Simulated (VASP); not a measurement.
A run of VASP 6.6.1 is set up as follows.

The input INCAR:

```
SYSTEM = P
PREC     = Accurate       ! precision mode
ENCUT    = 520            ! plane-wave cutoff, eV
EDIFF    = 1E-6           ! SCF threshold, eV
ISMEAR   = -1             ! smearing method
SIGMA    = 0.05           ! smearing width, eV
LREAL    = .False.        ! projectors in reciprocal space
LASPH    = .True.         ! aspherical terms in the spheres
NELM     = 80             ! most SCF steps
ALGO     = Normal         ! electronic algorithm
ISIF     = 2              ! what is computed and relaxed
LWAVE    = .False.        ! write WAVECAR
LCHARG   = .True.         ! write CHGCAR
GGA      = PE             ! functional
LELF     = .True.         ! ELF
LVHAR    = .True.       
NBANDS   = 12             ! bands
```

Contents of KPOINTS:

```
regular mesh
0
Gamma
  9 9 9
  0 0 0
```

Contents of POSCAR:

```
P
1.0
    1.7257251780      0.9963478961      3.1296800121
   -1.7257251780      0.9963478961      3.1296800121
    0.0000000000     -1.9926957921      3.1296800121
P
2
Direct
    0.7729197500      0.7729197500      0.7729197500
    0.2270802500      0.2270802500      0.2270802500
```

Potentials or basis: VASP PAW PBE potentials, release 64 (P).

Launch:

```console
$ cat potpaw_PBE.64/P/POTCAR > POTCAR
$ mpirun -np 1 vasp_std > vasp.out
```

(1) Estimate the largest force.

(2) Predict the pressure.

(3) Estimate the band gap on the k mesh.

Answers

(1) 0.192 eV/Å.

(2) 1.5 GPa.

(3) zero (band 5 reaches 9.56 eV, above the bottom of band 6 at 8.83 eV).
